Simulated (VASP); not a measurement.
# AlCu (R-3m) in VASP: a series of runs

Runs on AlCu. Level: PBEsol. Tasks: single point.

Everything below comes from runs of VASP 6.6.1. Logs are shortened: lines on timing, memory, paths and dates and some standing lists are left out, and cuts for length are marked.

**1. The cell of the first run**

The structure is trigonal, space group R-3m (No. 166). Conventional cell: a = 5.341 Å, b = 5.341 Å, c = 3.271 Å, α = 90.00°, β = 90.00°, γ = 120.00°. Within 2.2 Å of Al (site symmetry -3m) lie 2 Cu at 1.64 Å. Within 2.2 Å of Cu (site symmetry -3m) lie 2 Al at 1.64 Å.

**2. Single point, PBEsol**

Contents of INCAR:

```
  PREC = Accurate
  ENCUT = 520
  EDIFF = 1E-6
  ISMEAR = 0
  SIGMA = 0.15
  LREAL = F
  LASPH = T
  NELM = 60
  ALGO = Fast
  ISIF = 2
  LWAVE = F
  LCHARG = T
  GGA = PS
  LELF = T
  LVHAR = T
  NBANDS = 14
```

Contents of KPOINTS:

```
regular mesh
0
Gamma
  18 18 18
```

Contents of POSCAR:

```
AlCu
1.0
    3.1471872386     -0.6294374477     -0.6294374477
   -0.6294374477      3.1471872386     -0.6294374477
   -0.6294374477     -0.6294374477      3.1471872386
Al Cu
1 1
Direct
    0.0000000000      0.0000000000      0.0000000000
    0.5000000000      0.5000000000      0.5000000000
```

Potentials or basis: VASP PAW PBE potentials, release 64 (Al, Cu).

Started as:

```console
cat potpaw_PBE.64/Al/POTCAR potpaw_PBE.64/Cu/POTCAR > POTCAR
mpirun -np 1 vasp_std > vasp.out
```

OUTCAR:

```text
PREC = Accurate
   ENCUT = 520
   EDIFF = 1E-6
   ISMEAR = 0
   LREAL = F
   LASPH = T
   NELM = 60
   ISIF = 2
   GGA = PS

 ion  position               nearest neighbor table
   1  0.000  0.000  0.000-   2 1.64   2 1.64
   2  0.500  0.500  0.500-   1 1.64   1 1.64

  LATTYP: Found a body centered cubic cell.
 ALAT       =     3.7766246863

  Lattice vectors:

 A1 = (   3.1471872386,  -0.6294374477,  -0.6294374477)
 A2 = (  -0.6294374477,   3.1471872386,  -0.6294374477)
 A3 = (  -0.6294374477,  -0.6294374477,   3.1471872386)

Analysis of symmetry for initial positions (statically):
=====================================================================
 Subroutine PRICEL returns:
 Original cell was already a primitive cell.

 Routine SETGRP: Setting up the symmetry group for a
 body centered cubic supercell.

 Subroutine GETGRP returns: Found 12 space group operations
 (whereof 12 operations were pure point group operations)
 out of a pool of 48 trial point group operations.

The static configuration has the point symmetry D_3d.

Analysis of symmetry for dynamics (positions and initial velocities):
=====================================================================
 Subroutine PRICEL returns:
 Original cell was already a primitive cell.

 Routine SETGRP: Setting up the symmetry group for a
 body centered cubic supercell.

 Subroutine GETGRP returns: Found 12 space group operations
 (whereof 12 operations were pure point group operations)
 out of a pool of 48 trial point group operations.

The dynamic configuration has the point symmetry D_3d.

 Subroutine INISYM returns: Found 12 space group operations
 (whereof 12 operations are pure point group operations),
 and found     1 'primitive' translations

----------------------------------------------------------------------------------------

                                     Primitive cell

  volume of cell :      26.9328

  direct lattice vectors                    reciprocal lattice vectors
     3.147187239 -0.629437448 -0.629437448     0.353048938  0.088262234  0.088262234
    -0.629437448  3.147187239 -0.629437448     0.088262234  0.353048938  0.088262234
    -0.629437448 -0.629437448  3.147187239     0.088262234  0.088262234  0.353048938

  length of vectors
     3.270652919  3.270652919  3.270652919     0.374464947  0.374464947  0.374464947

  position of ions in fractional coordinates (direct lattice)
     0.000000000  0.000000000  0.000000000
     0.500000000  0.500000000  0.500000000

  ion indices of the primitive-cell ions
   primitive index   ion index
                 1           1
                 2           2

----------------------------------------------------------------------------------------

 KPOINTS: regular mesh

Automatic generation of k-mesh.
 Grid dimensions read from file:
 generate k-points for:   18   18   18

 Generating k-lattice:

  Cartesian coordinates                     Fractional coordinates (reciprocal lattice)
     0.019613830  0.004903457  0.004903457     0.055555556  0.000000000  0.000000000
     0.004903457  0.019613830  0.004903457     0.000000000  0.055555556  0.000000000
     0.004903457  0.004903457  0.019613830     0.000000000  0.000000000  0.055555556

  Length of vectors
     0.020803608  0.020803608  0.020803608

  Shift w.r.t. Gamma in fractional coordinates (k-lattice)
     0.000000000  0.000000000  0.000000000

 Subroutine IBZKPT returns following result:
 ===========================================

 Found    580 irreducible k-points:

 Following reciprocal coordinates:
            Coordinates               Weight
  0.000000  0.000000  0.000000      1.000000
  0.055556  0.000000  0.000000      6.000000
  0.055556  0.000000 -0.055556      6.000000
  0.111111  0.000000  0.000000      6.000000
  0.111111  0.000000 -0.111111      6.000000
  0.166667  0.000000  0.000000      6.000000
[... 16 lines left out ...]
  0.111111  0.055556  0.000000     12.000000
  0.166667 -0.000000 -0.111111     12.000000
 [... further k-points ...]
[... 43 lines left out ...]

 E-fermi :   8.3818     XC(G=0): -11.3272

 val. band max:        8.3782886136   @ k =   0.2778   0.2222   0.1667
 cond. band min:       8.3856373540   @ k =   0.2222   0.3889   0.4444
 fundamental gap:      0.0073487404
 Fermi energy:         8.3818066961

 k-point     1 :       0.0000    0.0000    0.0000
  band No.  band energies     occupation
      1      -2.4953      2.00000
      2       1.1663      2.00000
      3       1.6731      2.00000
      4       1.6731      2.00000
      5       3.4692      2.00000
      6       3.4692      2.00000
      7      14.0728      0.00000
      8      15.1156      0.00000
      9      15.1156      0.00000
     10      18.5473      0.00000
     11      18.5473      0.00000
     12      19.6613      0.00000
     13      19.6613      0.00000
     14      20.9566      0.00000

 k-point     2 :       0.0556    0.0000    0.0000
  band No.  band energies     occupation
      1      -2.4278      2.00000
      2       1.1793      2.00000
      3       1.6678      2.00000
      4       1.6755      2.00000
      5       3.4670      2.00000
      6       3.4768      2.00000
      7      13.8109      0.00000
      8      15.0086      0.00000
      9      15.1043      0.00000
     10      17.8685      0.00000
     11      17.9563      0.00000
     12      19.3608      0.00000
     13      19.7157      0.00000
     14      21.0183      0.00000

 k-point     3 :       0.0556    0.0000   -0.0556
  band No.  band energies     occupation
      1      -2.4379      2.00000
      2       1.1698      2.00000
      3       1.6746      2.00000
      4       1.6799      2.00000
      5       3.4580      2.00000
      6       3.4788      2.00000
      7      13.9607      0.00000
      8      14.6981      0.00000
      9      14.9145      0.00000
     10      18.3229      0.00000
     11      18.8791      0.00000
     12      18.9228      0.00000
     13      19.3771      0.00000
     14      20.4588      0.00000
[... 324 lines left out ...]
 k-point    23 :       0.1111    0.0556    0.0000
  band No.  band energies     occupation
      1      -2.0056      2.00000
      2       1.2643      2.00000
      3       1.6311      2.00000
      4       1.6805      2.00000
      5       3.4808      2.00000
      6       3.5049      2.00000
      7      12.3048      0.00000
      8      14.8228      0.00000
      9      15.2727      0.00000
     10      15.7291      0.00000
     11      16.0970      0.00000
     12      19.2037      0.00000
     13      20.0598      0.00000
     14      22.1658      0.00000

 k-point    24 :       0.1667   -0.0000   -0.1111
  band No.  band energies     occupation
      1      -2.0901      2.00000
      2       1.1999      2.00000
      3       1.6787      2.00000
      4       1.7185      2.00000
      5       3.4039      2.00000
      6       3.5335      2.00000
      7      12.9282      0.00000
      8      13.1180      0.00000
      9      14.2062      0.00000
     10      17.2797      0.00000
     11      17.6670      0.00000
     12      19.2688      0.00000
     13      20.2456      0.00000
     14      20.8436      0.00000

 [... further k-points ...]
[... 5 lines left out ...]
  --------------------------------------------------------------------------------------
  -------------------------------------------------------------------------------------
  Total       18.9466172     18.9466172     18.9466172     20.6630022     20.6630022     20.6630022
  in kB     1127.0956560   1127.0956560   1127.0956560   1229.1999041   1229.1999041   1229.1999041
  external PRESSURE =    1127.0956560 kB  Pullay stress =       0.0000000 kB

 VOLUME and BASIS-vectors are now :
 -----------------------------------------------------------------------------
  energy-cutoff  :      520.00
  volume of cell :       26.93
      direct lattice vectors                 reciprocal lattice vectors
     3.147187239 -0.629437448 -0.629437448     0.353048938  0.088262234  0.088262234
    -0.629437448  3.147187239 -0.629437448     0.088262234  0.353048938  0.088262234
    -0.629437448 -0.629437448  3.147187239     0.088262234  0.088262234  0.353048938

 POSITION                                       TOTAL-FORCE (eV/Angst)
 -----------------------------------------------------------------------------------
      0.00000      0.00000      0.00000         0.000000     -0.000000      0.000000
      0.94416      0.94416      0.94416        -0.000000      0.000000     -0.000000
 -----------------------------------------------------------------------------------
    total drift:                                0.000000     -0.000000     -0.000000

  FREE ENERGIE OF THE ION-ELECTRON SYSTEM (eV)
  ---------------------------------------------------
  free  energy   TOTEN  =         1.5587530211 eV

  energy  without entropy=        1.5662481930  energy(sigma->0) =        1.56250061
```

Run time: 90 s. Hardware: 1 thread of Intel Xeon Platinum 8559C (Emerald Rapids), shared host; peak memory 0.32 GiB.

What came out:

- Free energy: 1.5588 eV
- Pressure: 112.7 GPa
- Band gap on the k mesh: zero (bands 7 and 8 overlap by 8.38 eV)

Levels at points of the mesh, in eV from the Fermi level:
| k point | band 4 | band 5 | band 6 | band 7 | band 8 | band 9 | band 10 | band 11 |
| --- | --- | --- | --- | --- | --- | --- | --- | --- |
| (0.00, 0.00, 0.00) | -6.71 | -4.91 | -4.91 | 5.69 | 6.73 | 6.73 | 10.17 | 10.17 |
| (0.50, 0.00, 0.00) | -5.60 | -4.96 | -4.86 | -3.90 | 4.37 | 4.61 | 5.58 | 6.89 |
| (0.50, 0.00, 0.50) | -5.87 | -5.02 | -4.51 | -3.41 | 2.86 | 3.61 | 7.00 | 7.80 |
| (0.50, 0.50, 0.50) | -4.72 | -4.72 | -1.27 | -0.26 | 0.25 | 0.25 | 2.06 | 2.06 |

Caveat: atoms lie so close that the PAW spheres overlap strongly, which falsifies energies and pressures; the cell stands under pressure; the PAW data sets were made with another functional, which shifts forces and pressure a little.

**3. Single point, PBEsol**

This run uses another cell than the first one, of the same volume but with other edges.

Contents of INCAR:

```
ALGO = Fast
EDIFF = 1E-6
ENCUT = 520
GGA = PS
ISIF = 2
ISMEAR = 0
LASPH = True
LCHARG = False
LREAL = False
LWAVE = False
NBANDS = 14
NELM = 100
PREC = Accurate
SIGMA = 0.15
```

Contents of KPOINTS:

```
k-points
0
Gamma
  18 18 18
```

Contents of POSCAR:

```
AlCu
1.0
    3.0352123617     -0.3248013228     -0.3248013228
   -0.3248013228      3.0352123617     -0.3248013228
   -0.3248013228     -0.3248013228      3.0352123617
Al Cu
1 1
Direct
    0.0000000000      0.0000000000      0.0000000000
    0.5000000000      0.5000000000      0.5000000000
```

Potentials or basis: VASP PAW PBE potentials, release 64 (Al, Cu).

Started as:

```console
cat potpaw_PBE.64/Al/POTCAR potpaw_PBE.64/Cu/POTCAR > POTCAR
mpirun -np 1 vasp_std > vasp.out
```

It took 86 s on 1 thread of Intel Xeon Platinum 8559C (Emerald Rapids), shared host; peak memory 0.32 GiB.

Results (log left out):

* Free energy: -7.1314 eV
* Pressure: 21.8 GPa
* Band gap on the k mesh: zero (bands 7 and 8 overlap by 4.91 eV)

Stress tensor (GPa, compression positive):
```
21.78 35.67 35.67
35.67 21.78 35.67
35.67 35.67 21.78
```

Levels at points of the mesh, in eV from the Fermi level:
```csv
k point,band 3,band 4,band 5,band 6,band 7,band 8,band 9,band 10,band 11,band 12
"(0.00, 0.00, 0.00)",-4.59,-4.39,-3.49,-3.49,3.56,6.32,6.32,7.89,7.89,11.21
"(0.50, 0.00, 0.00)",-4.70,-4.39,-3.71,-3.56,-2.81,5.94,6.39,7.20,8.08,13.29
"(0.50, 0.50, 0.00)",-4.19,-4.18,-3.97,-3.20,-1.41,-1.05,2.70,7.53,10.71,11.74
"(0.50, 0.50, 0.50)",-5.20,-3.28,-3.28,-0.30,0.45,0.45,1.51,2.06,2.06,8.50
```

Caveat: the cell stands under pressure; the PAW data sets were made with another functional, which shifts forces and pressure a little.

**4. Single point, PBEsol**

This run uses another cell than the first one, of the same volume but with other edges.

Contents of INCAR:

```
PREC = Accurate
ENCUT = 520
EDIFF = 1E-7
ISMEAR = 0
SIGMA = 0.15
LREAL = False
LASPH = True
NELM = 80
ALGO = Fast
ISIF = 2
LWAVE = False
LCHARG = False
GGA = PS
NBANDS = 14
```

Contents of KPOINTS:

```
Automatic mesh
0
Gamma
  18 18 18
```

Contents of POSCAR:

```
AlCu
1.0
    3.0384627451      0.3653283653      0.3653283653
    0.3653283653      3.0384627451      0.3653283653
    0.3653283653      0.3653283653      3.0384627451
Al Cu
1 1
Direct
    0.0000000000      0.0000000000      0.0000000000
    0.5000000000      0.5000000000      0.5000000000
```

Started as:

```console
cat potpaw_PBE.64/Al/POTCAR potpaw_PBE.64/Cu/POTCAR > POTCAR
mpirun -np 1 vasp_std > vasp.out
```

Run time: 93 s. Hardware: 1 thread of Intel Xeon Platinum 8559C (Emerald Rapids), shared host; peak memory 0.32 GiB.

Results (log left out):

- Free energy: -8.1963 eV
- Pressure: 7.5 GPa
- Band gap on the k mesh: zero (bands 7 and 8 overlap by 5.82 eV)

Stress tensor (GPa, compression positive):
```
 7.45 -6.87 -6.87
-6.87  7.45 -6.87
-6.87 -6.87  7.45
```

Levels at points of the mesh, in eV from the Fermi level:
```tsv
k point	band 5	band 6	band 7	band 8	band 9	band 10
(0.00, 0.00, 0.00)	-3.83	-3.47	4.44	4.44	6.58	7.71
(0.50, 0.00, 0.00)	-3.86	-3.57	-2.77	5.80	7.91	7.92
(0.50, 0.50, 0.00)	-3.67	-3.24	-1.44	-1.38	2.31	5.24
(0.50, 0.50, 0.50)	-3.26	-2.93	-0.85	3.08	3.08	4.55
```

Caveat: the cell stands under pressure; the PAW data sets were made with another functional, which shifts forces and pressure a little.

**5. Single point, PBEsol**

This run uses another cell than the first one, of the same volume but with other edges.

Contents of INCAR:

```
SYSTEM = AlCu
PREC = Accurate
ENCUT = 520
EDIFF = 1E-7
ISMEAR = 0
SIGMA = 0.15
LREAL = .False.
LASPH = .True.
NELM = 100
ALGO = Fast
ISIF = 2
LWAVE = .False.
LCHARG = .True.
GGA = PS
LELF = .True.
LVHAR = .True.
NBANDS = 14
```

Contents of KPOINTS:

```
regular mesh
0
Gamma
  18 18 18
  0 0 0
```

Contents of POSCAR:

```
AlCu
1.0
    3.0800812444     -0.4738586530     -0.4738586530
   -0.4738586530      3.0800812444     -0.4738586530
   -0.4738586530     -0.4738586530      3.0800812444
Al Cu
1 1
Direct
    0.0000000000      0.0000000000      0.0000000000
    0.5000000000      0.5000000000      0.5000000000
```

Started as:

```console
cat potpaw_PBE.64/Al/POTCAR potpaw_PBE.64/Cu/POTCAR > POTCAR
mpirun -np 1 vasp_std > vasp.out
```

Run time: 1.9 min. Hardware: 1 thread of Intel Xeon Platinum 8559C (Emerald Rapids), shared host; peak memory 0.33 GiB.

The run converged. Its results:

```
Free energy            : -4.2190 eV
Pressure               : 57.9 GPa
Band gap on the k mesh : zero (bands 7 and 8 overlap by 6.12 eV)
```

Stress tensor (GPa, compression positive):
```
57.92 68.96 68.96
68.96 57.92 68.96
68.96 68.96 57.92
```

Levels at points of the mesh, in eV from the Fermi level:
```csv
k point,band 5,band 6,band 7,band 8,band 9,band 10
"(0.00, 0.00, 0.00)",-3.99,-3.99,4.03,7.63,7.63,9.02
"(0.50, 0.00, 0.00)",-4.14,-4.09,-3.26,5.18,5.24,6.26
"(0.50, 0.50, 0.00)",-4.63,-3.62,-2.19,0.53,4.51,5.49
"(0.50, 0.50, 0.50)",-3.81,-1.01,0.25,0.25,0.55,1.97
```

Caveat: the cell stands under pressure; the PAW data sets were made with another functional, which shifts forces and pressure a little.

**6. Single point, PBEsol**

This run uses another cell than the first one, of the same volume but with other edges.

Contents of INCAR:

```
SYSTEM = AlCu
PREC     = Accurate       ! precision mode
ENCUT    = 520            ! plane-wave cutoff, eV
EDIFF    = 1E-6           ! SCF threshold, eV
ISMEAR   = 0              ! smearing method
SIGMA    = 0.15           ! smearing width, eV
LREAL    = .FALSE.        ! projectors in reciprocal space
LASPH    = .TRUE.         ! aspherical terms in the spheres
NELM     = 60             ! most SCF steps
ALGO     = Fast           ! electronic algorithm
ISIF     = 2              ! what is computed and relaxed
LWAVE    = .FALSE.        ! write WAVECAR
LCHARG   = .TRUE.         ! write CHGCAR
GGA      = PS             ! functional
LELF     = .TRUE.         ! ELF
LVHAR    = .TRUE.       
NBANDS   = 14             ! bands
```

Contents of KPOINTS:

```
Automatic mesh
0
G
  18 18 18
  0 0 0
```

Contents of POSCAR:

```
AlCu
1.0
    3.0061533135     -0.1582185954     -0.1582185954
   -0.1582185954      3.0061533135     -0.1582185954
   -0.1582185954     -0.1582185954      3.0061533135
Al Cu
1 1
Direct
    0.0000000000      0.0000000000      0.0000000000
    0.5000000000      0.5000000000      0.5000000000
```

Potentials or basis: VASP PAW PBE potentials, release 64 (Al, Cu).

Started as:

```console
cat potpaw_PBE.64/Al/POTCAR potpaw_PBE.64/Cu/POTCAR > POTCAR
mpirun -np 1 vasp_std > vasp.out
```

Wall time 1.9 min (1 thread of Intel Xeon Platinum 8559C (Emerald Rapids), shared host); peak memory 0.32 GiB.

It converged, with:

```
Free energy            : -8.4756 eV
Pressure               : 1.0 GPa
Band gap on the k mesh : zero (bands 7 and 8 overlap by 4.49 eV)
```

Stress tensor (GPa, compression positive):
```
 1.01 10.72 10.72
10.72  1.01 10.72
10.72 10.72  1.01
```

Levels at points of the mesh, in eV from the Fermi level:
| k point | band 4 | band 5 | band 6 | band 7 | band 8 | band 9 | band 10 | band 11 |
| --- | --- | --- | --- | --- | --- | --- | --- | --- |
| (0.00, 0.00, 0.00) | -3.88 | -3.51 | -3.51 | 3.50 | 4.83 | 4.83 | 6.88 | 6.88 |
| (0.50, 0.00, 0.00) | -4.26 | -3.85 | -3.54 | -2.84 | 6.67 | 7.48 | 8.12 | 8.58 |
| (0.50, 0.50, 0.00) | -3.95 | -3.87 | -3.22 | -2.57 | -0.98 | 0.94 | 9.32 | 12.09 |
| (0.50, 0.50, 0.50) | -3.22 | -3.22 | 0.48 | 0.56 | 0.56 | 2.06 | 2.06 | 2.34 |

Caveat: the PAW data sets were made with another functional, which shifts forces and pressure a little.

**7. Overview**

```tsv
cell	further INCAR settings	gap on the mesh (eV)	pressure (GPa)
a = 3.271 Å, angles 109.5°, 2 atoms	ALGO = Fast; EDIFF = 1e-06; NBANDS = 14	none	112.7
a = 3.070 Å, angles 101.4°, 2 atoms	ALGO = Fast; EDIFF = 1e-06; NBANDS = 14	none	21.8
a = 3.082 Å, angles 75.7°, 2 atoms	ALGO = Fast; EDIFF = 1e-07; NBANDS = 14	none	7.5
a = 3.152 Å, angles 105.7°, 2 atoms	ALGO = Fast; EDIFF = 1e-07; NBANDS = 14	none	57.9
a = 3.014 Å, angles 95.9°, 2 atoms	ALGO = Fast; EDIFF = 1e-06; NBANDS = 14	none	1.0
```

Alike in all rows: task single point; level PBEsol; potentials or basis VASP PAW PBE potentials, release 64 (Al, Cu); no spin polarisation; k mesh 18 × 18 × 18; cutoff (eV) 520; smearing gaussian 0.15 eV.

Caveats: the PAW data sets were made with another functional, which shifts forces and pressure a little; the cell stands under pressure (at least some runs); atoms lie so close that the PAW spheres overlap strongly, which falsifies energies and pressures (at least some runs).

Absolute energies hang on the potentials; compare differences alone.

The gap in the log of VASP goes by the Fermi energy; the results here count the filled bands.